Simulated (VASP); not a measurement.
# SnO2 (P1) in VASP: single point with r2SCAN

Aim: the single point of SnO2 with r2SCAN.

Everything below comes from runs of VASP 6.6.1. Logs are shortened: lines on timing, memory, paths and dates and some standing lists are left out, and cuts for length are marked.

## Step 1: The cell of the first run

The typed cell holds 6 atoms: a = 4.749 Å, b = 4.756 Å, c = 3.194 Å, α = 90.03°, β = 90.32°, γ = 88.99°.

## Step 2: Single point, r2SCAN (atoms moved at random and the cell strained at random)

File POSCAR:

```
SnO2
1.0
    4.7489706906      0.0419250138     -0.0132848128
    0.0419271234      4.7560699811     -0.0011425711
   -0.0089332916     -0.0007682763      3.1941983513
Sn O
2 4
Direct
    0.4937421158      0.4839843676      0.5172986808
   -0.0029099309      0.0173049660     -0.0089446210
    0.3028615138      0.2922342297      0.0033799070
    0.8129339369      0.2009454864      0.4900809044
    0.2036733133      0.7967958388      0.4878549324
    0.6896990511      0.7087351114      0.0103301964
```

File INCAR.step1:

```
PREC = Accurate ; ENCUT = 520
ISMEAR = 0 ; SIGMA = 0.05
LREAL = F ; LASPH = T
NELM = 100 ; NBANDS = 35
GGA = PE ; ALGO = Normal
EDIFF = 1E-4 ; LWAVE = T
LCHARG = F
```

File INCAR.step2:

```
PREC = Accurate ; ENCUT = 520
EDIFF = 1E-6 ; ISMEAR = 0
SIGMA = 0.05 ; LREAL = F
LASPH = T ; NELM = 100
ALGO = Normal ; ISIF = 2
LWAVE = F ; LCHARG = F
METAGGA = R2SCAN ; LMIXTAU = T
NBANDS = 35 ; ISTART = 1
```

File KPOINTS:

```
regular mesh
0
Gamma
  6 6 8
```

Potentials or basis: VASP PAW PBE potentials, release 64 (Sn_d, O).

Run with:

```bash
cat potpaw_PBE.64/Sn_d/POTCAR potpaw_PBE.64/O/POTCAR > POTCAR
cp INCAR.step1 INCAR
mpirun -np 1 vasp_std > vasp.out
cp INCAR.step2 INCAR
mpirun -np 1 vasp_std > vasp.out
```

OUTCAR:

```text
PREC = Accurate
   ENCUT = 520
   EDIFF = 1E-6
   ISMEAR = 0
   LREAL = F
   LASPH = T
   NELM = 100
   ISIF = 2
   METAGGA = R2SCAN
   ISTART = 1

 ion  position               nearest neighbor table
   1  0.494  0.484  0.517-   5 2.01   4 2.01   3 2.03   3 2.09   6 2.12   6 2.16   2 3.56   2 3.61
                             2 3.65   2 3.67   2 3.76
   2  0.997  0.017  0.991-   3 1.97   4 2.01   4 2.01   6 2.09   5 2.13   5 2.15   1 3.56   1 3.61
                             1 3.65   1 3.67   1 3.76
   3  0.303  0.292  0.003-   2 1.97   1 2.03   1 2.09
   4  0.813  0.201  0.490-   1 2.01   2 2.01   2 2.01
   5  0.204  0.797  0.488-   1 2.01   2 2.13   2 2.15
   6  0.690  0.709  0.010-   2 2.09   1 2.12   1 2.16

  LATTYP: Found a triclinic cell.
 ALAT       =     4.7491743296
 B/A-ratio  =     1.0014909095
 C/A-ratio  =     0.6725823720
 COS(alpha) =     0.0005053896
 COS(beta)  =     0.0055959944
 COS(gamma) =     0.0176429587

  Lattice vectors:

 A1 = (  -4.7489706906,  -0.0419250138,   0.0132848128)
 A2 = (  -0.0419271234,  -4.7560699811,   0.0011425711)
 A3 = (  -0.0089332916,  -0.0007682763,   3.1941983513)

Analysis of symmetry for initial positions (statically):
=====================================================================
 Subroutine PRICEL returns:
 Original cell was already a primitive cell.

 Routine SETGRP: Setting up the symmetry group for a
 triclinic supercell.

 Subroutine GETGRP returns: Found  1 space group operations
 (whereof  1 operations were pure point group operations)
 out of a pool of  2 trial point group operations.

The static configuration has the point symmetry C_1 .

Analysis of symmetry for dynamics (positions and initial velocities):
=====================================================================
 Subroutine PRICEL returns:
 Original cell was already a primitive cell.

 Routine SETGRP: Setting up the symmetry group for a
 triclinic supercell.

 Subroutine GETGRP returns: Found  1 space group operations
 (whereof  1 operations were pure point group operations)
 out of a pool of  2 trial point group operations.

The dynamic configuration has the point symmetry C_1 .

 Subroutine INISYM returns: Found  1 space group operations
 (whereof  1 operations are pure point group operations),
 and found     1 'primitive' translations

----------------------------------------------------------------------------------------

                                     Primitive cell

  volume of cell :      72.1394

  direct lattice vectors                    reciprocal lattice vectors
     4.748970691  0.041925014 -0.013284813     0.210589980 -0.001856314  0.000588516
     0.041927123  4.756069981 -0.001142571    -0.001856221  0.210274004  0.000045384
    -0.008933292 -0.000768276  3.194198351     0.000875189  0.000067495  0.313070060

  length of vectors
     4.749174330  4.756254919  3.194210936     0.210598984  0.210282202  0.313071291

  position of ions in fractional coordinates (direct lattice)
     0.493742116  0.483984368  0.517298681
     0.997090069  0.017304966  0.991055379
     0.302861514  0.292234230  0.003379907
     0.812933937  0.200945486  0.490080904
     0.203673313  0.796795839  0.487854932
     0.689699051  0.708735111  0.010330196

  ion indices of the primitive-cell ions
   primitive index   ion index
                 1           1
                 2           2
                 3           3
                 4           4
                 5           5
                 6           6

----------------------------------------------------------------------------------------

 KPOINTS: regular mesh

Automatic generation of k-mesh.
 Grid dimensions read from file:
 generate k-points for:    6    6    8

 Generating k-lattice:

  Cartesian coordinates                     Fractional coordinates (reciprocal lattice)
     0.035098330 -0.000309386  0.000098086     0.166666667  0.000000000  0.000000000
    -0.000309370  0.035045667  0.000007564    -0.000000000  0.166666667  0.000000000
     0.000109399  0.000008437  0.039133758     0.000000000 -0.000000000  0.125000000

  Length of vectors
     0.035099831  0.035047034  0.039133911

  Shift w.r.t. Gamma in fractional coordinates (k-lattice)
     0.000000000  0.000000000  0.000000000

 Subroutine IBZKPT returns following result:
 ===========================================

 Found    148 irreducible k-points:

 Following reciprocal coordinates:
            Coordinates               Weight
  0.000000  0.000000  0.000000      1.000000
  0.166667 -0.000000  0.000000      2.000000
  0.333333  0.000000 -0.000000      2.000000
  0.500000  0.000000  0.000000      1.000000
 -0.000000  0.166667 -0.000000      2.000000
  0.166667  0.166667  0.000000      2.000000
[... 16 lines left out ...]
  0.333333 -0.000000  0.125000      2.000000
  0.500000  0.000000  0.125000      2.000000
 [... further k-points ...]
   k-points           NKPTS =    148   k-points in BZ     NKDIM =    148   number of bands    NBANDS=     35
   number of dos      NEDOS =    301   number of ions     NIONS =      6
   total plane-waves  NPLWV =  31104
   dimension x,y,z NGX =    36 NGY =   36 NGZ =   24
   dimension x,y,z NGXF=    72 NGYF=   72 NGZF=   48
   ions per type =               2   4
   NGX,Y,Z   is equivalent  to a cutoff of  12.60, 12.58, 12.49 a.u.
   NGXF,Y,Z  is equivalent  to a cutoff of  25.20, 25.17, 24.98 a.u.
 SYSTEM =  unknown system
   PREC   = accura    normal or accurate (medium, high low for compatibility)
   ISTART =      1    job   : 0-new  1-cont  2-samecut
   ICHARG =      0    charge: 1-file 2-atom 10-const
   ISPIN  =      1    spin polarized calculation?
   LNONCOLLINEAR =      F non collinear calculations
   LSORBIT =      F    spin-orbit coupling
   LASPH  =      T    aspherical Exc in radial PAW
   ENCUT  =  520.0 eV  38.22 Ry    6.18 a.u.   8.83  8.84  5.94*2*pi/ulx,y,z
   NELM   =    100;   NELMIN=  2; NELMDL=  0     # of ELM steps
   EDIFF  = 0.1E-05   stopping-criterion for ELM
   LREAL  =      F    real-space projection
   EDIFFG = 0.1E-04   stopping-criterion for IOM
   NSW    =      0    number of steps for IOM
   IBRION =     -1    ionic relax: 0-MD 1-quasi-New 2-CG
   NFREE  =      0    steps in history (QN), initial steepest desc. (CG)
   ISIF   =      2    stress and relaxation
   ISYM   =      2    0-nonsym 1-usesym 2-fastsym
   POTIM  = 0.5000    time-step for ionic-motion
   TEBEG  =    0.0;   TEEND  =   0.0 temperature during run
   PSTRESS=    0.0 pullay stress
   NELECT =      52.0000    total number of electrons
   NUPDOWN=      -1.0000    fix difference up-down
   EMIN   =  10.00;   EMAX   =-10.00  energy-range for DOS
   EFERMI =   0.00;   METHOD = LEGACY
   ISMEAR =     0;   SIGMA  =   0.05  broadening in eV -4-tet -1-fermi 0-gaus
   EFERMI_NEDOS =   21; number of points for ismear=-14 and -15
   IALGO  =     38    algorithm
   IMIX   =      4    mixing-type and parameters
     AMIX     =   0.40;   BMIX     =  1.00
     AMIX_MAG =   1.60;   BMIX_MAG =  1.00
  volume/ion in A,a.u.               =      12.02        81.14
  Fermi-wavevector in a.u.,A,eV,Ry     =   1.467862  2.773856 29.315359  2.154618
  Thomas-Fermi vector in A             =   2.583429
   LORBIT       =      0    0 simple, 1 ext, 2 COOP (PROOUT), +10 PAW based schemes
   METAGGA = R2SCAN    functional components
   LHFCALC =     F    Hartree Fock is set to
   AEXX    =    0.0000 exact exchange contribution
   IVDW    =     0    specifies the selected vdW correction
   LEPSILON=     F    determine dielectric tensor
   LRPA    =     F    only Hartree local field effects (RPA)
 non-spin polarized calculation
 Gauss-broadening in eV      SIGMA  =   0.05
  energy-cutoff  :      520.00
  volume of cell :       72.14
 maximum number of plane-waves:      1966
   NGX = 17   NGY = 17   NGZ = 11

 number of electron      52.0000008 magnetization

 Free energy of the ion-electron system (eV)
  ---------------------------------------------------
  ext. energy  EPLUGINS =         0.00000000
  ---------------------------------------------------
  free energy    TOTEN  =       -84.23844050 eV

  energy without entropy =      -84.23844050  energy(sigma->0) =      -84.23844050

 E-fermi :   6.2163     XC(G=0): -12.0080

 val. band max:        5.9214548258   @ k =   0.0000   0.0000   0.0000
 cond. band min:       7.3272547994   @ k =   0.0000   0.0000   0.0000
 fundamental gap:      1.4057999736
 Fermi energy:         6.2162562643

 k-point     1 :       0.0000    0.0000    0.0000
  band No.  band energies     occupation
      1     -16.2892      2.00000
      2     -15.2389      2.00000
      3     -15.0332      2.00000
      4     -14.9762      2.00000
      5     -14.9497      2.00000
      6     -14.9292      2.00000
[... 27 lines left out ...]
     34      18.8275      0.00000
     35      19.0392      0.00000

 k-point     2 :       0.1667   -0.0000    0.0000
  band No.  band energies     occupation
      1     -16.2425      2.00000
      2     -15.3588      2.00000
      3     -15.0149      2.00000
      4     -14.9745      2.00000
      5     -14.9491      2.00000
      6     -14.9271      2.00000
[... 27 lines left out ...]
     34      18.6693      0.00000
     35      19.0038      0.00000

 k-point     3 :       0.3333    0.0000   -0.0000
  band No.  band energies     occupation
      1     -16.1065      2.00000
      2     -15.6118      2.00000
      3     -14.9940      2.00000
      4     -14.9708      2.00000
      5     -14.9487      2.00000
      6     -14.9232      2.00000
[... 27 lines left out ...]
     34      18.6279      0.00000
     35      18.8094      0.00000
[... 723 lines left out ...]
 k-point    23 :       0.3333   -0.0000    0.1250
  band No.  band energies     occupation
      1     -16.0761      2.00000
      2     -15.6430      2.00000
      3     -15.1017      2.00000
      4     -15.0753      2.00000
      5     -14.9027      2.00000
      6     -14.8823      2.00000
[... 27 lines left out ...]
     34      18.6604      0.00000
     35      18.8211      0.00000

 k-point    24 :       0.5000    0.0000    0.1250
  band No.  band energies     occupation
      1     -15.9202      2.00000
      2     -15.8462      2.00000
      3     -15.0943      2.00000
      4     -15.0788      2.00000
      5     -14.8924      2.00000
      6     -14.8826      2.00000
[... 27 lines left out ...]
     34      18.6011      0.00000
     35      19.1355      0.00000

 [... further k-points ...]

------------------------ aborting loop because EDIFF is reached ----------------------------------------

  FORCE on cell =-STRESS in cart. coord.  units (eV):
  Direction    XX          YY          ZZ          XY          YZ          ZX
  --------------------------------------------------------------------------------------
  -------------------------------------------------------------------------------------
  Total        1.8004375      0.3197419      1.4359107     -1.3303722     -0.2708675      0.0378167
  in kB       39.9867632      7.1012976     31.8908164    -29.5468606     -6.0158232      0.8398885
  external PRESSURE =      26.3262924 kB  Pullay stress =       0.0000000 kB

 VOLUME and BASIS-vectors are now :
 -----------------------------------------------------------------------------
  energy-cutoff  :      520.00
  volume of cell :       72.14
      direct lattice vectors                 reciprocal lattice vectors
     4.748970691  0.041925014 -0.013284813     0.210589980 -0.001856314  0.000588516
     0.041927123  4.756069981 -0.001142571    -0.001856221  0.210274004  0.000045384
    -0.008933292 -0.000768276  3.194198351     0.000875189  0.000067495  0.313070060

 POSITION                                       TOTAL-FORCE (eV/Angst)
 -----------------------------------------------------------------------------------
      2.36044      2.32217      1.64524         0.597480      2.240403     -0.588724
      4.72702      0.12335      3.15236         0.178923     -3.422889     -0.006720
      1.45050      1.40258      0.00644         0.960137      0.737831      0.248625
      3.86465      0.98942      1.55439        -0.291401      0.360980      0.204568
      0.99629      3.79778      1.55469        -1.165242      1.039258      0.308531
      3.30498      3.39970      0.02302        -0.279897     -0.955584     -0.166280
 -----------------------------------------------------------------------------------
    total drift:                               -0.008188      0.003482      0.007059

  FREE ENERGIE OF THE ION-ELECTRON SYSTEM (eV)
  ---------------------------------------------------
  free  energy   TOTEN  =       -84.2384405041 eV

  energy  without entropy=      -84.2384405041  energy(sigma->0) =      -84.23844050
```

It took 41 min on 1 thread of AMD EPYC, shared host; peak memory 0.35 GiB.

What came out:

| Item | Value |
| --- | --- |
| Free energy | -84.2384 eV |
| Pressure | 2.6 GPa |
| Largest force | 3.428 eV/Å |
| Band gap on the k mesh | 1.41 eV |

Forces in eV/Å, atoms in the order of the input:
```
Sn   0.597  2.240 -0.589
Sn   0.179 -3.423 -0.007
O    0.960  0.738  0.249
O   -0.291  0.361  0.205
O   -1.165  1.039  0.309
O   -0.280 -0.956 -0.166
```

Stress tensor (GPa, compression positive):
```
 4.00 -2.95  0.08
-2.95  0.71 -0.60
 0.08 -0.60  3.19
```

Caveat: the cell differs from its parent crystal (atoms moved at random and the cell strained at random); the PAW data sets were made with another functional, which shifts forces and pressure a little; spin-orbit coupling is left out, which moves the levels of the heavy elements.
